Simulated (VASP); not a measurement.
Write the native input for VASP 6.6.1 that does the following.

* Task: single point
* Functional: PBEsol
* Potentials or basis: VASP PAW PBE potentials, release 64 (Ag, Cl)
* Cutoff: 520 eV
* k mesh: 9 × 9 × 9
* Occupations: fermi-dirac, width 0.01 eV
* Spin: no spin polarisation
* Dipole correction: no
* Further INCAR settings: ALGO = Normal; EDIFF = 1e-07; NBANDS = 16

The structure of AgCl lies in POSCAR:

```
AgCl
1.0
    3.4051147197      0.0000000000      0.0000000000
    0.0000000000      3.4051147197      0.0000000000
    0.0000000000      0.0000000000      3.4051147197
Ag Cl
1 1
Direct
    0.0000000000      0.0000000000      0.0000000000
    0.5000000000      0.5000000000      0.5000000000
```

This cell differs from its parent crystal: volume scaled by 0.975.

One way to write it, as run:

INCAR

```
SYSTEM = AgCl
ALGO = Normal
EDIFF = 1E-7
ENCUT = 520
GGA = PS
ISIF = 2
ISMEAR = -1
LASPH = .TRUE.
LCHARG = .FALSE.
LREAL = .FALSE.
LWAVE = .FALSE.
NBANDS = 16
NELM = 60
PREC = Accurate
SIGMA = 0.01
```

KPOINTS

```
k-points
0
G
  9 9 9
  0 0 0
```

Potentials or basis: VASP PAW PBE potentials, release 64 (Ag, Cl).

Launch:

```sh
$ cat potpaw_PBE.64/Ag/POTCAR potpaw_PBE.64/Cl/POTCAR > POTCAR
$ mpirun -np 1 vasp_std > vasp.out
```

Results of the run:

The pressure is -3.7 GPa. The band gap on the k mesh is 0.45 eV, indirect (least direct gap 2.02 eV).

Caveat: the PAW data sets were made with another functional, which shifts forces and pressure a little.

It took 17 s on 1 thread of AMD EPYC 7R43 64-Core Processor (Zen 3), on a shared host, peak memory 0.13 GiB.
